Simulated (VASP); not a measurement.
Se: single point with PBE

Se:

```
Se
1.0
    -3.91313   -2.25924    3.58449
     3.91313   -2.25924    3.58449
     0.00000    4.51849    3.58449
Se
16
Direct
  0.00432 0.00348 0.02174
  0.49037 0.99340 0.00221
  0.99985 0.52598 0.01617
  0.99455 0.00541 0.52810
  0.24846 0.24741 0.24915
  0.53619 0.49229 0.01284
  0.48630 0.01108 0.52265
  0.75132 0.23514 0.27584
  0.02395 0.50656 0.51538
  0.24583 0.76408 0.27554
  0.24755 0.26955 0.76093
  0.49645 0.50384 0.53711
  0.75784 0.77642 0.26641
  0.74646 0.26134 0.76191
  0.25317 0.75747 0.76961
  0.74181 0.74667 0.75825
```

```yaml
Program: VASP 6.6.1
Task: single point
Functional: PBE
Potentials_or_basis: VASP PAW PBE potentials, release 64 (Se)
Cutoff: 520 eV
k_mesh: 3 × 3 × 3
Occupations: fermi-dirac, width 0.16 eV
Spin: no spin polarisation
Dipole_correction: no
Further_INCAR_settings: LREAL = Auto; ALGO = Normal; EDIFF = 1e-06; NBANDS = 62
```

```
Pressure               : 137.0 GPa
Largest force          : 4.308 eV/Å
Band gap on the k mesh : zero (band 48 reaches 14.37 eV, above the bottom of band 49 at 13.55 eV)
```

Forces in eV/Å, atoms in the order of the input:
```
Se   1.155 -1.860 -0.685
Se  -0.436  0.061  1.378
Se  -1.466  1.460 -0.096
Se   0.094  0.253  0.787
Se   0.807 -0.652  1.278
Se   2.594  3.356  0.753
Se  -0.474 -0.596 -0.425
Se   1.840 -1.277  1.072
Se   1.264  0.238 -2.108
Se  -2.243 -0.888 -0.259
Se  -0.210  2.361 -0.128
Se  -0.560 -4.038 -1.172
Se  -0.336  2.352 -1.869
Se  -2.332  0.112  0.163
Se   0.243  0.574  0.127
Se   0.061 -1.453  1.185
```

Stress tensor (GPa, compression positive):
```
140.06   0.38   0.34
  0.38 140.31  -0.49
  0.34  -0.49 130.77
```

Levels at points of the mesh, in eV from the Fermi level:
```tsv
k point	band 46	band 47	band 48	band 49	band 50	band 51
(0.00, 0.00, 0.00)	-1.25	-0.44	-0.28	-0.21	-0.11	-0.09
```

Wall time 4 min on 1 thread of AMD EPYC 7R13 Processor (Zen 3), with other jobs on the host, peak memory 0.34 GiB.

Caveat: the k points lie up to 0.37 Å⁻¹ apart; forces of over 1 eV/Å act on the atoms, so gaps and moduli don't describe the material at rest.
